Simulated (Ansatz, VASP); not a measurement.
One calculation of WSe2, two programs

```xyz
6
Lattice="3.2070 0.1218 0.0302 -1.4980 2.7514 0.0496 0.1219 0.3018 13.0692" Properties=species:S:1:pos:R:3 pbc="T T T"
W     0.1344    1.9428    3.3381
W     1.4622    1.1510    9.5269
Se    0.2173    2.2802    8.0939
Se    1.7620    0.9316    1.7040
Se    0.0972    2.1215   11.6269
Se    1.8194    1.0978    5.1569
```

Change from the starting cell: all atoms moved at random, sigma 0.15 Å a component, cell strained at random, sigma 0.03.

Alike in both runs: task single point; functional PBEsol; k mesh 12 × 12 × 2; occupations gaussian, width 0.05 eV; no spin polarisation.

|  | VASP | Ansatz |
| --- | --- | --- |
| version | VASP 6.6.1 | Ansatz 0.2.0 |
| potentials or method | VASP PAW PBE potentials, release 64 (W_sv, Se), cutoff 520 eV | scalar-relativistic, plane waves, PAW |
| valence electrons in the cell | 52 | 92 |

|  | VASP | Ansatz | Ansatz less VASP |
| --- | --- | --- | --- |
| gap on the k mesh at the Fermi level (eV) | none | none | - |
| pressure (GPa) | 8.0 | 7.5 | -0.49 |
| traceless stress, the component that is largest in VASP (GPa) | -10.70 | -10.62 | +0.088 |
| rms of the force components (eV/Å) | 3.483 | 3.454 | -0.0299 |

VASP's potentials were made for PBE, not for PBEsol. Atom by atom the forces differ by 0.041 eV/Å (rms over components). A gap of «none» marks a metal or a gap that the smearing closes. The functional is the same, so the differences come from potentials, cutoffs and numerics. VASP's potentials hold 52 valence electrons a cell and Ansatz's 92, so a difference there can come from the potentials and not from the codes.

Spin-orbit coupling is off throughout.
